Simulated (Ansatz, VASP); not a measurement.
Rh in VASP and in Ansatz

The input POSCAR:

```
Rh
1.0
    0.0000000000      1.9585965000      1.9300732500
    1.9585965000      0.0000000000      1.9300732500
    1.9585965000      1.9585965000      0.0000000000
Rh
1
Direct
    0.0000000000      0.0000000000      0.0000000000
```

Contents of INCAR.step1:

```
SYSTEM = Rh
ALGO = Normal
EDIFF = 1E-4
ENCUT = 520
GGA = PE
ISMEAR = 0
LASPH = .TRUE.
LCHARG = .FALSE.
LREAL = .FALSE.
LWAVE = .TRUE.
NBANDS = 14
NELM = 80
PREC = Accurate
SIGMA = 0.15
```

Contents of INCAR.step2:

```
SYSTEM = Rh
ALGO = Normal
EDIFF = 1E-6
ENCUT = 520
ISIF = 2
ISMEAR = 0
ISTART = 1
LASPH = .TRUE.
LCHARG = .TRUE.
LELF = .TRUE.
LMIXTAU = .TRUE.
LREAL = .FALSE.
LVHAR = .TRUE.
LWAVE = .FALSE.
METAGGA = R2SCAN
NBANDS = 14
NELM = 80
PREC = Accurate
SIGMA = 0.15
```

The input KPOINTS:

```
k-points
0
G
  8 8 8
  0 0 0
```

Input for Ansatz:

```yaml
crystal:
  lattice:
    - [0.0, 1.9585965, 1.93007325]
    - [1.9585965, 0.0, 1.93007325]
    - [1.9585965, 1.9585965, 0.0]
  atoms:
    - { symbol: Rh, position: [0.0, 0.0, 0.0] }
basis:
  ecutwfc: 500
kpoints:
  mp_grid: { grid: [8, 8, 8] }
hamiltonian:
  xc: r2scan
scf:
  occupations: { method: gaussian, width: 0.15 }
output:
  forces: true
  stress: true
  eigenvalues: true
```

Change from the starting cell: strain +0.030 along x and y, +0.015 along z, atoms carried along.

Alike in both runs: task single point; functional r2SCAN; k mesh 8 × 8 × 8; occupations gaussian, width 0.15 eV; no spin polarisation.

```csv
,VASP,Ansatz
version,VASP 6.6.1,Ansatz 0.2.0
potentials or method,"VASP PAW PBE potentials, release 64 (Rh_pv), cutoff 520 eV","scalar-relativistic, plane waves, PAW"
valence electrons in the cell,15,17
```

|  | VASP | Ansatz | Ansatz less VASP |
| --- | --- | --- | --- |
| gap on the k mesh at the Fermi level (eV) | none | none | - |
| pressure (GPa) | -16.1 | -16.9 | -0.83 |
| traceless stress, the component that is largest in VASP (GPa) | 1.83 | 1.83 | -0.005 |

VASP's potentials were made for PBE, not for r2SCAN. A gap of «none» marks a metal or a gap that the smearing closes. The functional is the same, so the differences come from potentials, cutoffs and numerics. VASP's potentials hold 15 valence electrons a cell and Ansatz's 17, so a difference there can come from the potentials and not from the codes.
